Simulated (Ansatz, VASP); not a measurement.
## PbS in VASP and in Ansatz

POSCAR

```
PbS
1.0
    0.0000000000      3.2561955784      3.2561955784
    3.2561955784      0.0000000000      3.2561955784
    3.2561955784      3.2561955784      0.0000000000
Pb S
1 1
Direct
    0.0000000000      0.0000000000      0.0000000000
    0.2500000000      0.2500000000      0.2500000000
```

File INCAR.step1:

```
SYSTEM = PbS
  ALGO = Normal
  EDIFF = 1E-4
  ENCUT = 520
  GGA = PE
  ISMEAR = 0
  LASPH = .TRUE.
  LCHARG = .FALSE.
  LREAL = .FALSE.
  LWAVE = .TRUE.
  NBANDS = 17
  NELM = 60
  PREC = Accurate
  SIGMA = 0.05
```

File INCAR.step2:

```
SYSTEM = PbS
  ALGO = Normal
  EDIFF = 1E-6
  ENCUT = 520
  ISIF = 2
  ISMEAR = 0
  ISTART = 1
  LASPH = .TRUE.
  LCHARG = .TRUE.
  LELF = .TRUE.
  LMIXTAU = .TRUE.
  LREAL = .FALSE.
  LVHAR = .TRUE.
  LWAVE = .FALSE.
  METAGGA = R2SCAN
  NBANDS = 17
  NELM = 60
  PREC = Accurate
  SIGMA = 0.05
```

File KPOINTS:

```
k-points
0
G
  6 6 6
  0 0 0
```

Input for Ansatz:

```yaml
crystal:
  lattice:
    - [0.0, 3.2561955784, 3.2561955784]
    - [3.2561955784, 0.0, 3.2561955784]
    - [3.2561955784, 3.2561955784, 0.0]
  atoms:
    - { symbol: Pb, position: [0.0, 0.0, 0.0] }
    - { symbol: S, position: [0.25, 0.25, 0.25] }
basis:
  ecutwfc: 500
  ecutrho_ratio: 4
kpoints:
  mp_grid: { grid: [6, 6, 6] }
hamiltonian:
  xc: r2scan
scf:
  occupations: { method: gaussian, width: 0.05 }
output:
  forces: true
  stress: true
  eigenvalues: true
```

Alike in both runs: task single point; functional r2SCAN; k mesh 6 × 6 × 6; occupations gaussian, width 0.05 eV; no spin polarisation.

|  | VASP | Ansatz |
| --- | --- | --- |
| version | VASP 6.6.1 | Ansatz 0.2.0 |
| potentials or method | VASP PAW PBE potentials, release 64 (Pb_d, S), cutoff 520 eV | scalar-relativistic, plane waves, PAW |
| valence electrons in the cell | 20 | 20 |

|  | VASP | Ansatz | Ansatz less VASP |
| --- | --- | --- | --- |
| gap on the k mesh at the Fermi level (eV) | 0.97 | 0.97 | 0.000 |
| least direct gap on the mesh (eV) | 1.37 | 1.37 | -0.001 |
| pressure (GPa) | 1.7 | 1.7 | 0.00 |

VASP's potentials were made for PBE, not for r2SCAN.

Spin-orbit coupling is off throughout.
